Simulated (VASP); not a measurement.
# SiC (P6_3mc) in VASP: single point with LDA

Aim: the single point of SiC with LDA.

Everything below comes from runs of VASP 6.6.1. Logs are shortened: lines on timing, memory, paths and dates and some standing lists are left out, and cuts for length are marked.

### Step 1. The cell of the first run

The structure is hexagonal, space group P6_3mc (No. 186). Conventional cell: a = 3.059 Å, b = 3.059 Å, c = 15.012 Å, α = 90.00°, β = 90.00°, γ = 120.00°. Within 2.5 Å of Si (site symmetry 3m) lie 4 C at 1.87 to 1.88 Å. Within 2.5 Å of Si (site symmetry 3m) lie 4 C at 1.87 to 1.88 Å. Si (site symmetry 3m) has 4 C at 1.87 to 1.88 Å within 2.5 Å. C (site symmetry 3m) has 4 Si at 1.87 to 1.88 Å within 2.5 Å. Within 2.5 Å of C (site symmetry 3m) lie 4 Si at 1.87 to 1.88 Å. Within 2.5 Å of C (site symmetry 3m) lie 4 Si at 1.87 to 1.88 Å.

### Step 2. Single point, LDA

Contents of INCAR:

```
SYSTEM = SiC
  ALGO = Normal
  EDIFF = 1E-6
  ENCUT = 520
  GGA = CA
  ISIF = 2
  ISMEAR = 0
  LASPH = .True.
  LCHARG = .False.
  LREAL = .False.
  LWAVE = .False.
  NBANDS = 36
  NELM = 60
  PREC = Accurate
  SIGMA = 0.02
```

Contents of KPOINTS:

```
k-points
0
Gamma
  12 12 2
  0 0 0
```

Contents of POSCAR:

```
SiC
1.0
    3.0592956216      0.0000000029      0.0000000000
   -1.5296478133      2.6494277246      0.0000000000
    0.0000000000      0.0000000000     15.0117118078
Si C
6 6
Direct
    0.3333333333      0.6666666667      0.8329904603
    0.6666666667      0.3333333333      0.3329904603
    0.6666666667      0.3333333333      0.6665017722
    0.3333333333      0.6666666667      0.1665017722
    0.0000000000      0.0000000000      0.4997210964
    0.0000000000      0.0000000000      0.9997210964
    0.0000000000      0.0000000000      0.8743700242
    0.0000000000      0.0000000000      0.3743700242
    0.3333333333      0.6666666667      0.7080047639
    0.6666666667      0.3333333333      0.2080047639
    0.6666666667      0.3333333333      0.5415128829
    0.3333333333      0.6666666667      0.0415128829
```

Potentials or basis: VASP PAW LDA potentials, release 64 (Si, C).

Command:

```sh
> cat potpaw_LDA.64/Si/POTCAR potpaw_LDA.64/C/POTCAR > POTCAR
> mpirun -np 1 vasp_std > vasp.out
```

OUTCAR:

```text
SYSTEM = SiC
   EDIFF = 1E-6
   ENCUT = 520
   GGA = CA
   ISIF = 2
   ISMEAR = 0
   LASPH = .True.
   LREAL = .False.
   NELM = 60
   PREC = Accurate

 ion  position               nearest neighbor table
   1  0.333  0.667  0.833-   7 1.87   7 1.87   7 1.87   9 1.88   3 3.06   3 3.06   3 3.06   6 3.06
                             6 3.06   6 3.06
   2  0.667  0.333  0.333-   8 1.87   8 1.87   8 1.87  10 1.88   4 3.06   4 3.06   4 3.06   5 3.06
                             5 3.06   5 3.06
   3  0.667  0.333  0.667-   9 1.87   9 1.87   9 1.87  11 1.88   1 3.06   1 3.06   1 3.06   5 3.06
                             5 3.06   5 3.06
   4  0.333  0.667  0.167-  10 1.87  10 1.87  10 1.87  12 1.88   2 3.06   2 3.06   2 3.06   6 3.06
                             6 3.06   6 3.06
   5  0.000  0.000  0.500-  11 1.87  11 1.87  11 1.87   8 1.88   2 3.06   2 3.06   2 3.06   3 3.06
                             3 3.06   3 3.06
   6  0.000  0.000  1.000-  12 1.87  12 1.87  12 1.87   7 1.88   1 3.06   1 3.06   1 3.06   4 3.06
                             4 3.06   4 3.06
   7  0.000  0.000  0.874-   1 1.87   1 1.87   1 1.87   6 1.88
   8  0.000  0.000  0.374-   2 1.87   2 1.87   2 1.87   5 1.88
   9  0.333  0.667  0.708-   3 1.87   3 1.87   3 1.87   1 1.88
  10  0.667  0.333  0.208-   4 1.87   4 1.87   4 1.87   2 1.88
  11  0.667  0.333  0.542-   5 1.87   5 1.87   5 1.87   3 1.88
  12  0.333  0.667  0.042-   6 1.87   6 1.87   6 1.87   4 1.88

  LATTYP: Found a hexagonal cell.
 ALAT       =     3.0592956216
 C/A-ratio  =     4.9069176911

  Lattice vectors:

 A1 = (   3.0592956216,   0.0000000029,   0.0000000000)
 A2 = (  -1.5296478133,   2.6494277246,   0.0000000000)
 A3 = (   0.0000000000,   0.0000000000,  15.0117118078)

Analysis of symmetry for initial positions (statically):
=====================================================================
 Subroutine PRICEL returns:
 Original cell was already a primitive cell.

 Routine SETGRP: Setting up the symmetry group for a
 hexagonal supercell.

 Subroutine GETGRP returns: Found 12 space group operations
 (whereof  6 operations were pure point group operations)
 out of a pool of 24 trial point group operations.

The static configuration has the point symmetry C_3v.
 The point group associated with its full space group is C_6v.

Analysis of symmetry for dynamics (positions and initial velocities):
=====================================================================
 Subroutine PRICEL returns:
 Original cell was already a primitive cell.

 Routine SETGRP: Setting up the symmetry group for a
 hexagonal supercell.

 Subroutine GETGRP returns: Found 12 space group operations
 (whereof  6 operations were pure point group operations)
 out of a pool of 24 trial point group operations.

The dynamic configuration has the point symmetry C_3v.
 The point group associated with its full space group is C_6v.

 Subroutine INISYM returns: Found 12 space group operations
 (whereof  6 operations are pure point group operations),
 and found     1 'primitive' translations

----------------------------------------------------------------------------------------

                                     Primitive cell

  volume of cell :     121.6757

  direct lattice vectors                    reciprocal lattice vectors
     3.059295622  0.000000003  0.000000000     0.326872628  0.188720000  0.000000000
    -1.529647813  2.649427725  0.000000000    -0.000000000  0.377440000  0.000000000
     0.000000000  0.000000000 15.011711808     0.000000000  0.000000000  0.066614655

  length of vectors
     3.059295622  3.059295622 15.011711808     0.377440000  0.377440000  0.066614655

  position of ions in fractional coordinates (direct lattice)
     0.333333333  0.666666667  0.832990460
     0.666666667  0.333333333  0.332990460
     0.666666667  0.333333333  0.666501772
     0.333333333  0.666666667  0.166501772
     0.000000000  0.000000000  0.499721096
     0.000000000  0.000000000  0.999721096
     0.000000000  0.000000000  0.874370024
     0.000000000  0.000000000  0.374370024
     0.333333333  0.666666667  0.708004764
     0.666666667  0.333333333  0.208004764
     0.666666667  0.333333333  0.541512883
     0.333333333  0.666666667  0.041512883

  ion indices of the primitive-cell ions
   primitive index   ion index
                 1           1
                 2           2
                 3           3
                 4           4
                 5           5
                 6           6
                 7           7
                 8           8
                 9           9
                10          10
                11          11
                12          12

----------------------------------------------------------------------------------------

 KPOINTS: k-points

Automatic generation of k-mesh.
 Grid dimensions read from file:
 generate k-points for:   12   12    2

 Generating k-lattice:

  Cartesian coordinates                     Fractional coordinates (reciprocal lattice)
     0.027239386  0.015726667  0.000000000     0.083333333  0.000000000  0.000000000
    -0.000000000  0.031453333  0.000000000    -0.000000000  0.083333333  0.000000000
     0.000000000  0.000000000  0.033307327     0.000000000  0.000000000  0.500000000

  Length of vectors
     0.031453333  0.031453333  0.033307327

  Shift w.r.t. Gamma in fractional coordinates (k-lattice)
     0.000000000  0.000000000  0.000000000

 Subroutine IBZKPT returns following result:
 ===========================================

 Found     38 irreducible k-points:

 Following reciprocal coordinates:
            Coordinates               Weight
  0.000000  0.000000  0.000000      1.000000
  0.083333  0.000000  0.000000      6.000000
  0.166667  0.000000  0.000000      6.000000
  0.250000  0.000000  0.000000      6.000000
  0.333333 -0.000000  0.000000      6.000000
  0.416667  0.000000  0.000000      6.000000
[... 16 lines left out ...]
  0.250000  0.000000  0.500000      6.000000
  0.333333 -0.000000  0.500000      6.000000
 [... further k-points ...]
   k-points           NKPTS =     38   k-points in BZ     NKDIM =     38   number of bands    NBANDS=     36
   number of dos      NEDOS =    301   number of ions     NIONS =     12
   total plane-waves  NPLWV =  64512
   dimension x,y,z NGX =    24 NGY =   24 NGZ =  112
   dimension x,y,z NGXF=    48 NGYF=   48 NGZF=  224
   ions per type =               6   6
   NGX,Y,Z   is equivalent  to a cutoff of  13.04, 13.04, 12.40 a.u.
   NGXF,Y,Z  is equivalent  to a cutoff of  26.08, 26.08, 24.81 a.u.
 SYSTEM =  SiC
   PREC   = accura    normal or accurate (medium, high low for compatibility)
   ISTART =      0    job   : 0-new  1-cont  2-samecut
   ICHARG =      2    charge: 1-file 2-atom 10-const
   ISPIN  =      1    spin polarized calculation?
   LNONCOLLINEAR =      F non collinear calculations
   LSORBIT =      F    spin-orbit coupling
   LASPH  =      T    aspherical Exc in radial PAW
   ENCUT  =  520.0 eV  38.22 Ry    6.18 a.u.   5.69  5.69 27.91*2*pi/ulx,y,z
   NELM   =     60;   NELMIN=  2; NELMDL= -5     # of ELM steps
   EDIFF  = 0.1E-05   stopping-criterion for ELM
   LREAL  =      F    real-space projection
[... 7 lines left out ...]
   TEBEG  =    0.0;   TEEND  =   0.0 temperature during run
   PSTRESS=    0.0 pullay stress
   NELECT =      48.0000    total number of electrons
   NUPDOWN=      -1.0000    fix difference up-down
   EMIN   =  10.00;   EMAX   =-10.00  energy-range for DOS
   EFERMI =   0.00;   METHOD = LEGACY
   ISMEAR =     0;   SIGMA  =   0.02  broadening in eV -4-tet -1-fermi 0-gaus
   EFERMI_NEDOS =   21; number of points for ismear=-14 and -15
   IALGO  =     38    algorithm
   IMIX   =      4    mixing-type and parameters
     AMIX     =   0.40;   BMIX     =  1.00
     AMIX_MAG =   1.60;   BMIX_MAG =  1.00
  volume/ion in A,a.u.               =      10.14        68.43
  Fermi-wavevector in a.u.,A,eV,Ry     =   1.200662  2.268922 19.614003  1.441589
  Thomas-Fermi vector in A             =   2.336492
   LORBIT       =      0    0 simple, 1 ext, 2 COOP (PROOUT), +10 PAW based schemes
   GGA     = CA    functional components
   LHFCALC =     F    Hartree Fock is set to
   AEXX    =    0.0000 exact exchange contribution
   IVDW    =     0    specifies the selected vdW correction
   LEPSILON=     F    determine dielectric tensor
   LRPA    =     F    only Hartree local field effects (RPA)
 non-spin polarized calculation
 Gauss-broadening in eV      SIGMA  =   0.02
  energy-cutoff  :      520.00
  volume of cell :      121.68
 maximum number of plane-waves:      3319
 NGX is ok and might be reduce to    24
   NGX = 11   NGY = 11   NGZ = 55

 number of electron      47.9999996 magnetization

 Free energy of the ion-electron system (eV)
  ---------------------------------------------------
  ext. energy  EPLUGINS =         0.00000000
  ---------------------------------------------------
  free energy    TOTEN  =       -99.86913854 eV

  energy without entropy =      -99.86913854  energy(sigma->0) =      -99.86913854

 E-fermi :   8.4558     XC(G=0): -11.6405

 val. band max:        8.3382582645   @ k =   0.0000   0.0000   0.0000
 cond. band min:      10.3039056622   @ k =   0.5000   0.0000   0.0000
 fundamental gap:      1.9656473977
 Fermi energy:         8.4557672297

 k-point     1 :       0.0000    0.0000    0.0000
  band No.  band energies     occupation
      1      -7.1887      2.00000
      2      -6.6566      2.00000
      3      -6.6210      2.00000
      4      -5.0885      2.00000
      5      -5.0603      2.00000
      6      -3.4949      2.00000
[... 28 lines left out ...]
     35      15.7312      0.00000
     36      15.8056      0.00000

 k-point     2 :       0.0833    0.0000    0.0000
  band No.  band energies     occupation
      1      -7.0657      2.00000
      2      -6.5353      2.00000
      3      -6.4994      2.00000
      4      -4.9727      2.00000
      5      -4.9444      2.00000
      6      -3.3907      2.00000
[... 850 lines left out ...]
 k-point    24 :       0.3333   -0.0000    0.5000
  band No.  band energies     occupation
      1      -5.1612      2.00000
      2      -5.1612      2.00000
      3      -4.1614      2.00000
      4      -4.1614      2.00000
      5      -2.5374      2.00000
      6      -2.5374      2.00000
[... 28 lines left out ...]
     35      16.2452      0.00000
     36      16.2485      0.00000

 [... further k-points ...]
[... 5 lines left out ...]
  --------------------------------------------------------------------------------------
  -------------------------------------------------------------------------------------
  Total        0.2956706      0.2956706      0.2836746      0.0000000     -0.0000000     -0.0000000
  in kB        3.8932743      3.8932743      3.7353157      0.0000000     -0.0000000     -0.0000000
  external PRESSURE =       3.8406214 kB  Pullay stress =       0.0000000 kB

 VOLUME and BASIS-vectors are now :
 -----------------------------------------------------------------------------
  energy-cutoff  :      520.00
  volume of cell :      121.68
      direct lattice vectors                 reciprocal lattice vectors
     3.059295622  0.000000003  0.000000000     0.326872628  0.188720000  0.000000000
    -1.529647813  2.649427725  0.000000000    -0.000000000  0.377440000  0.000000000
     0.000000000  0.000000000 15.011711808     0.000000000  0.000000000  0.066614655

 POSITION                                       TOTAL-FORCE (eV/Angst)
 -----------------------------------------------------------------------------------
     -0.00000      1.76629     12.50461         0.000000     -0.000000     -0.001293
      1.52965      0.88314      4.99876        -0.000000      0.000000     -0.001293
      1.52965      0.88314     10.00533        -0.000000      0.000000     -0.000334
     -0.00000      1.76629      2.49948        -0.000000      0.000000     -0.000334
      0.00000      0.00000      7.50167         0.000000     -0.000000      0.001913
      0.00000      0.00000     15.00752        -0.000000      0.000000      0.001913
      0.00000      0.00000     13.12579        -0.000000      0.000000      0.000310
      0.00000      0.00000      5.61993         0.000000     -0.000000      0.000310
     -0.00000      1.76629     10.62836         0.000000     -0.000000     -0.000416
      1.52965      0.88314      3.12251        -0.000000      0.000000     -0.000416
      1.52965      0.88314      8.12904         0.000000     -0.000000     -0.000180
     -0.00000      1.76629      0.62318         0.000000      0.000000     -0.000180
 -----------------------------------------------------------------------------------
    total drift:                               -0.000000     -0.000000      0.000409

  FREE ENERGIE OF THE ION-ELECTRON SYSTEM (eV)
  ---------------------------------------------------
  free  energy   TOTEN  =       -99.8691385360 eV

  energy  without entropy=      -99.8691385360  energy(sigma->0) =      -99.86913854
```

Wall time 2.6 min (1 thread of AMD EPYC 7R43 (Zen 3), shared host); peak memory 0.22 GiB.

What came out:

- Free energy: -99.8691 eV
- Pressure: 0.4 GPa
- Band gap on the k mesh: 1.97 eV (least direct gap 3.07 eV)
